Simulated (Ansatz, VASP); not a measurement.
# Two plane-wave programs on GaSb

```
Ga Sb
1.0
     0.00000    3.13200    3.13200
     3.13200    0.00000    3.13200
     3.13200    3.13200    0.00000
Ga Sb
1 1
Direct
  0.00000 0.00000 0.00000
  0.75000 0.75000 0.75000
```

Change from the starting cell: strain +0.025 along x and y, +0.025 along z, atoms carried along.

Alike in both runs: task single point; functional PBEsol; k mesh 18 × 18 × 18; occupations gaussian, width 0.15 eV; no spin polarisation.

|  | VASP | Ansatz |
| --- | --- | --- |
| version | VASP 6.6.1 | Ansatz 0.2.0 |
| potentials or method | VASP PAW PBE potentials, release 64 (Ga_d, Sb), cutoff 520 eV | scalar-relativistic, plane waves, PAW |
| valence electrons in the cell | 18 | 28 |

Ansatz gave:

- gap on the k mesh at the Fermi level (eV): none
- pressure (GPa): -3.2

Q: Estimate VASP's values.

A: gap on the k mesh at the Fermi level (eV): none; pressure (GPa): -3.1.

VASP's potentials were made for PBE, not for PBEsol. A gap of «none» marks a metal or a gap that the smearing closes. The functional is the same, so the differences come from potentials, cutoffs and numerics. VASP's potentials hold 18 valence electrons a cell and Ansatz's 28, so a difference there can come from the potentials and not from the codes.

Spin-orbit coupling is off throughout.
